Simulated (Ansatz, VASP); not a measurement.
## One calculation of Ta4GaSe8, two programs

INCAR

```
SYSTEM = Ta4GaSe8
PREC = Accurate
ENCUT = 500
EDIFF = 1E-6
ISMEAR = 0
SIGMA = 0.1
LREAL = .FALSE.
LASPH = .TRUE.
NELM = 120
ALGO = Normal
ISIF = 2
LWAVE = .FALSE.
LCHARG = .FALSE.
NBANDS = 64
GGA_COMPAT = .FALSE.
```

The input KPOINTS:

```
Automatic mesh
0
G
  4 4 4
  0 0 0
```

POSCAR

```
Ta4GaSe8
1.0
    0.0000000000      5.1790000000      5.1790000000
    5.1790000000      0.0000000000      5.1790000000
    5.1790000000      5.1790000000      0.0000000000
Ta Ga Se
4 1 8
Direct
    0.6024700000      0.6024700000      0.6024700000
    0.1925900000      0.6024700000      0.6024700000
    0.6024700000      0.6024700000      0.1925900000
    0.6024700000      0.1925900000      0.6024700000
    0.0000000000      0.0000000000      0.0000000000
    0.3643000000      0.3643000000      0.3643000000
    0.9071000000      0.3643000000      0.3643000000
    0.3643000000      0.3643000000      0.9071000000
    0.3643000000      0.9071000000      0.3643000000
    0.8646000000      0.8646000000      0.8646000000
    0.4062000000      0.8646000000      0.8646000000
    0.8646000000      0.8646000000      0.4062000000
    0.8646000000      0.4062000000      0.8646000000
```

Input for Ansatz:

```yaml
crystal:
  lattice:
    - [0.0, 5.179, 5.179]
    - [5.179, 0.0, 5.179]
    - [5.179, 5.179, 0.0]
  atoms:
    - { symbol: Ta, position: [0.60247, 0.60247, 0.60247] }
    - { symbol: Ta, position: [0.19259, 0.60247, 0.60247] }
    - { symbol: Ta, position: [0.60247, 0.60247, 0.19259] }
    - { symbol: Ta, position: [0.60247, 0.19259, 0.60247] }
    - { symbol: Ga, position: [0.0, 0.0, 0.0] }
    - { symbol: Se, position: [0.3643, 0.3643, 0.3643] }
    - { symbol: Se, position: [0.9071, 0.3643, 0.3643] }
    - { symbol: Se, position: [0.3643, 0.3643, 0.9071] }
    - { symbol: Se, position: [0.3643, 0.9071, 0.3643] }
    - { symbol: Se, position: [0.8646, 0.8646, 0.8646] }
    - { symbol: Se, position: [0.4062, 0.8646, 0.8646] }
    - { symbol: Se, position: [0.8646, 0.8646, 0.4062] }
    - { symbol: Se, position: [0.8646, 0.4062, 0.8646] }
basis:
  ecutwfc: 420
kpoints:
  mp_grid: { grid: [4, 4, 4] }
hamiltonian:
  xc: lda
scf:
  occupations: { method: gaussian, width: 0.1 }
output:
  forces: true
  stress: true
  eigenvalues: true
```

Alike in both runs: task single point; functional LDA; k mesh 4 × 4 × 4; occupations gaussian, width 0.1 eV; no spin polarisation.

|  | VASP | Ansatz |
| --- | --- | --- |
| version | VASP 6.6.1 | Ansatz 0.2.0 |
| potentials or method | VASP PAW LDA potentials, release 64 (Ta_pv, Ga_d, Se), cutoff 500 eV | scalar-relativistic, plane waves, PAW |
| valence electrons in the cell | 105 | 193 |

Ansatz gave:

| Quantity | Value |
| --- | --- |
| gap on the k mesh at the Fermi level (eV) | none |
| pressure (GPa) | -2.7 |
| rms of the force components (eV/Å) | 0.042 |

Question: What did VASP give for the same quantities?

Answer: gap on the k mesh at the Fermi level (eV): none; pressure (GPa): -2.2; rms of the force components (eV/Å): 0.047.

LDA's correlation is that of Perdew and Zunger in VASP and of Perdew and Wang (1992) in Ansatz. Atom by atom the forces differ by 0.032 eV/Å (rms over components). A gap of «none» marks a metal or a gap that the smearing closes. VASP's potentials hold 105 valence electrons a cell and Ansatz's 193, so a difference there can come from the potentials and not from the codes.

Neither program's run includes spin-orbit coupling.
